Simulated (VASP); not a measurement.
# C in VASP: a series of runs, part 2 of 2

VASP 6.6.1. The steps go on from the part before.

## 3. Single point, PBEsol

This run uses another cell than the first one, of 9.59 Å³/atom.

File INCAR:

```
SYSTEM = C
  ALGO = Normal
  EDIFF = 1E-6
  ENCUT = 600
  GGA = PS
  GGA_COMPAT = .False.
  ISIF = 2
  ISMEAR = 0
  ISYM = 0
  LASPH = .True.
  LCHARG = .True.
  LELF = .True.
  LREAL = .False.
  LVHAR = .True.
  LWAVE = .False.
  NBANDS = 16
  NELM = 120
  PREC = Accurate
  SIGMA = 0.1
```

File KPOINTS:

```
k-points
0
Gamma
  14 5 17
  0 0 0
```

File POSCAR:

```
C
1.0
    2.4591610107      0.0000000000      0.0000000000
   -1.2295805053      7.6264527027      0.0000000000
    1.2295805053     -0.5944354695      2.0445245085
C
4
Direct
    0.0833201456      0.7499992654      0.5833589743
    0.5833201456      0.2500007346      0.0833604435
    0.9166798544      0.2500007346      0.4166410257
    0.4166798544      0.7499992654      0.9166395565
```

Potentials or basis: VASP PAW PBE potentials, release 64 (C).

The run is started by

```console
> cat potpaw_PBE.64/C/POTCAR > POTCAR
> mpirun -np 1 vasp_std > vasp.out
```

OUTCAR:

```text
SYSTEM = C
   EDIFF = 1E-6
   ENCUT = 600
   GGA = PS
   ISIF = 2
   ISMEAR = 0
   ISYM = 0
   LASPH = .True.
   LREAL = .False.
   NELM = 120
   PREC = Accurate

 ion  position               nearest neighbor table
   1  0.083  0.750  0.583-   4 1.42   4 1.42   4 1.42
   2  0.583  0.250  0.083-   3 1.42   3 1.42   3 1.42
   3  0.917  0.250  0.417-   2 1.42   2 1.42   2 1.42
   4  0.417  0.750  0.917-   1 1.42   1 1.42   1 1.42

IMPORTANT INFORMATION: All symmetrisations will be switched off!
NOSYMM: (Re-)initialisation of all symmetry stuff for point group C_1.

----------------------------------------------------------------------------------------

                                     Primitive cell

  volume of cell :      38.3444

  direct lattice vectors                    reciprocal lattice vectors
     2.459161011  0.000000000  0.000000000     0.406642752  0.065561280 -0.225494020
    -1.229580505  7.626452703  0.000000000     0.000000000  0.131122560  0.038123241
     1.229580505 -0.594435470  2.044524508     0.000000000  0.000000000  0.489111280

  length of vectors
     2.459161011  7.724936831  2.458719629     0.469578707  0.136552214  0.489111280
[... 159 lines left out ...]
 fundamental gap:      0.5629384226
 Fermi energy:         3.9806490603

 k-point     1 :       0.0000    0.0000    0.0000
  band No.  band energies     occupation
      1     -15.7011      2.00000
      2     -15.5498      2.00000
      3      -4.3878      2.00000
      4      -3.1288      2.00000
      5       0.9161      2.00000
      6       0.9245      2.00000
[... 433 lines left out ...]
      3      -3.8496      2.00000
      4      -3.4669      2.00000
      5       0.4356      2.00000
      6       0.4399      2.00000
[... 8 lines left out ...]
     15      15.0396      0.00000
     16      15.0712      0.00000

 [... further k-points ...]

------------------------ aborting loop because EDIFF is reached ----------------------------------------

  FORCE on cell =-STRESS in cart. coord.  units (eV):
  Direction    XX          YY          ZZ          XY          YZ          ZX
  --------------------------------------------------------------------------------------
  -------------------------------------------------------------------------------------
  Total        0.1060324     -0.0328715      0.1059821      0.0035885     -0.0441044     -0.0123166
  in kB        4.4304458     -1.3735006      4.4283419      0.1499433     -1.8428529     -0.5146338
  external PRESSURE =       2.4950957 kB  Pullay stress =       0.0000000 kB

 VOLUME and BASIS-vectors are now :
 -----------------------------------------------------------------------------
  energy-cutoff  :      600.00
  volume of cell :       38.34
      direct lattice vectors                 reciprocal lattice vectors
     2.459161011  0.000000000  0.000000000     0.406642752  0.065561280 -0.225494020
    -1.229580505  7.626452703  0.000000000     0.000000000  0.131122560  0.038123241
     1.229580505 -0.594435470  2.044524508     0.000000000  0.000000000  0.489111280

 POSITION                                       TOTAL-FORCE (eV/Angst)
 -----------------------------------------------------------------------------------
      0.00000      5.37306      1.19269         0.006195     -0.000418      0.001427
      1.22958      1.85707      0.17043         0.006193     -0.000420      0.001424
      2.45916      1.65895      0.85183        -0.006194      0.000417     -0.001425
      1.22958      5.17495      1.87409        -0.006195      0.000420     -0.001426
 -----------------------------------------------------------------------------------
    total drift:                                0.000001      0.000000      0.000000

  FREE ENERGIE OF THE ION-ELECTRON SYSTEM (eV)
  ---------------------------------------------------
  free  energy   TOTEN  =       -38.5883157084 eV

  energy  without entropy=      -38.5883156044  energy(sigma->0) =      -38.58831566
```

OSZICAR:

```text
N       E                     dE             d eps       ncg     rms          rms(c)
DAV:   1     0.416130471527E+02    0.41613E+02   -0.84724E+03 19088   0.102E+03
DAV:   2    -0.377393221321E+02   -0.79352E+02   -0.72013E+02 26800   0.199E+02
DAV:   3    -0.410038595989E+02   -0.32645E+01   -0.32443E+01 25472   0.382E+01
DAV:   4    -0.410333490850E+02   -0.29489E-01   -0.29477E-01 23712   0.434E+00
DAV:   5    -0.410338322297E+02   -0.48314E-03   -0.48311E-03 25088   0.530E-01    0.905E+00
DAV:   6    -0.391806390117E+02    0.18532E+01   -0.12719E+00 23208   0.697E+00    0.524E+00
DAV:   7    -0.385814514272E+02    0.59919E+00   -0.15525E+00 24048   0.782E+00    0.135E+00
DAV:   8    -0.385892824709E+02   -0.78310E-02   -0.70663E-02 23008   0.158E+00    0.260E-01
DAV:   9    -0.385880719835E+02    0.12105E-02   -0.18301E-03 24336   0.290E-01    0.104E-01
DAV:  10    -0.385883196025E+02   -0.24762E-03   -0.86268E-04 20768   0.173E-01    0.745E-02
DAV:  11    -0.385883140111E+02    0.55913E-05   -0.27381E-05 25200   0.336E-02    0.192E-02
DAV:  12    -0.385883156683E+02   -0.16572E-05   -0.20936E-06 21576   0.108E-02    0.366E-03
DAV:  13    -0.385883157084E+02   -0.40130E-07   -0.44573E-07 18680   0.526E-03
   1 F= -.38588316E+02 E0= -.38588316E+02  d E =-.103998E-06
```

stdout:

```text
POSCAR found type information on POSCAR C
 POSCAR found :  1 types and       4 ions
 scaLAPACK will be used
 -----------------------------------------------------------------------------
|                                                                             |
|                                                                             |
|     You enforced a specific xc type in the INCAR file but a different       |
[... 21 lines left out ...]
|                                                                             |
 -----------------------------------------------------------------------------

 POSCAR, INCAR and KPOINTS ok, starting setup
 FFT: planning ... GRIDC
 FFT: planning ... GRID_SOFT
 FFT: planning ... GRID
 WAVECAR not read
 entering main loop
```

Run time: 7.8 min. Hardware: 1 thread of Oxide Virtual Turin-like, shared host; peak memory 0.37 GiB.

Results:

```yaml
Free_energy: -38.5883 eV
Pressure: 0.2 GPa
Largest_force: 0.006 eV/Å
```

Forces in eV/Å, atoms in the order of the input:
```
C    0.006  0.000  0.001
C    0.006  0.000  0.001
C   -0.006  0.000 -0.001
C   -0.006  0.000 -0.001
```

Stress tensor (GPa, compression positive):
```
 0.44  0.01 -0.05
 0.01 -0.14 -0.18
-0.05 -0.18  0.44
```

Caveat: this functional lacks dispersion, which binds layers or chains, so the pressure and a relaxed spacing across them are unreliable; the PAW data sets were made with another functional, which shifts forces and pressure a little.
